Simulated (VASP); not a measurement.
H3ClO: single point with PBE+D3(BJ)

H3ClO:

```
CELL_PARAMETERS angstrom
7.06561 0.00000 0.00000
0.00000 7.06561 0.00000
0.00000 0.00000 7.06561
ATOMIC_POSITIONS crystal
Cl 0.95397 0.47307 0.94793
Cl 0.96043 0.89220 0.81123
Cl 0.38680 0.48246 0.17526
Cl 0.76095 0.53525 0.53919
Cl 0.48600 0.18794 0.68848
H 0.01006 0.44789 0.12500
H 0.06816 0.88015 0.54908
H 0.32617 0.41451 0.01071
H 0.73510 0.72726 0.42180
H 0.54900 0.33398 0.60326
H 0.87947 0.25904 0.35725
H 0.02767 0.18924 0.49622
H 0.81969 0.84913 0.21452
H 0.58495 0.77940 0.22632
H 0.18338 0.89800 0.19262
H 0.06331 0.69124 0.45990
H 0.32794 0.93850 0.91831
H 0.53765 0.89238 0.88301
H 0.05111 0.07829 0.24486
H 0.07207 0.98160 0.00385
O 0.95233 0.15768 0.39145
O 0.70472 0.77748 0.28878
O 0.06692 0.82255 0.43156
O 0.41224 0.83260 0.89181
O 0.12787 0.02027 0.13486
```

| Quantity | Value |
| --- | --- |
| Program | VASP 6.6.1 |
| Task | single point |
| Functional | PBE |
| Dispersion | D3(BJ) |
| Potentials or basis | VASP PAW PBE potentials, release 64 (Cl, H, O) |
| Cutoff | 520 eV |
| k mesh | 1 × 1 × 1 |
| Occupations | fermi-dirac, width 0.02 eV |
| Spin | no spin polarisation |
| Dipole correction | no |
| Further INCAR settings | LREAL = Auto; ALGO = Normal; EDIFF = 1e-06; NBANDS = 58 |

```yaml
Pressure: 3.6 GPa
Largest_force: 6.727 eV/Å
Dispersion_energy_per_atom: -0.053 eV
```

Forces in eV/Å, atoms in the order of the input:
```
Cl   0.188 -0.630  1.311
Cl  -0.422  0.768  0.149
Cl  -0.274 -0.650 -0.445
Cl   0.197 -1.363  1.245
Cl  -0.720 -0.831  0.320
H   -0.231  0.128 -0.987
H   -0.101  1.337  3.132
H    0.346  0.515  0.668
H   -0.052 -1.141  1.270
H    0.620  1.037 -0.382
H   -2.182  3.203 -0.459
H    0.830  0.591  1.691
H   -2.766 -1.640  1.694
H   -1.054 -0.127 -0.592
H   -0.839  1.499 -0.320
H   -0.071 -1.261  0.376
H    0.114 -0.119 -0.313
H   -0.330 -0.308 -0.210
H   -0.640  0.567  0.376
H   -1.126 -0.144 -0.969
O    0.756 -2.863 -0.700
O    3.412  4.018 -4.180
O    0.814 -1.042 -3.940
O    0.712  0.195  0.550
O    2.817 -1.736  0.715
```

Stress tensor (GPa, compression positive):
```
 1.30 -1.06  1.09
-1.06  5.09 -1.23
 1.09 -1.23  4.47
```

Levels at points of the mesh, in eV from the Fermi level:
```tsv
k point	band 37	band 38	band 39	band 40	band 41	band 42	band 43	band 44
(0.00, 0.00, 0.00)	-1.47	-1.14	-1.04	-0.54	2.92	4.40	4.67	5.38
```

Wall time 38 s on 1 thread of Intel(R) Xeon(R) Platinum 8488C (Sapphire Rapids) (shared host), peak memory 0.4 GiB.

Caveat: the k points lie up to 0.89 Å⁻¹ apart; the atoms stand as in a frame of molecular dynamics.
